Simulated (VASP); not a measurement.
A run of VASP 6.6.1:

POSCAR

```
PbO
1.0
    4.1251092480      0.0000000000      0.0000000000
    0.0000000000      4.1251092480      0.0000000000
    0.0000000000      0.0000000000      5.2124342400
Pb O
2 2
Direct
    0.0000000000      0.5000000000      0.2351000000
    0.5000000000      0.0000000000      0.7649000000
    0.0000000000      0.0000000000      0.0000000000
    0.5000000000      0.5000000000      0.0000000000
```

File INCAR.step1:

```
SYSTEM = PbO
ALGO = Normal
EDIFF = 1E-4
ENCUT = 520
GGA = PE
ISMEAR = 0
LASPH = .True.
LCHARG = .False.
LREAL = .False.
LWAVE = .True.
NBANDS = 28
NELM = 60
PREC = Accurate
SIGMA = 0.02
```

The input INCAR.step2:

```
SYSTEM = PbO
ALGO = Normal
EDIFF = 1E-7
ENCUT = 520
ISIF = 2
ISMEAR = 0
ISTART = 1
LASPH = .True.
LCHARG = .True.
LELF = .True.
LMIXTAU = .True.
LREAL = .False.
LVHAR = .True.
LWAVE = .False.
METAGGA = R2SCAN
NBANDS = 28
NELM = 60
PREC = Accurate
SIGMA = 0.02
```

Contents of KPOINTS:

```
k-points
0
Gamma
  8 8 6
  0 0 0
```

Potentials or basis: VASP PAW PBE potentials, release 64 (Pb_d, O).

Command:

```sh
$ cat potpaw_PBE.64/Pb_d/POTCAR potpaw_PBE.64/O/POTCAR > POTCAR
$ cp INCAR.step1 INCAR
$ mpirun -np 1 vasp_std > vasp.out
$ cp INCAR.step2 INCAR
$ mpirun -np 1 vasp_std > vasp.out
```

Hardware: 1 thread of Intel Xeon 8259CL (shared host).

Task: Estimate the wall time of this run.

Result: Run time: 6.2 min on 1 thread of Intel Xeon 8259CL (shared host), peak memory 0.29 GiB. Counts: k points 60.
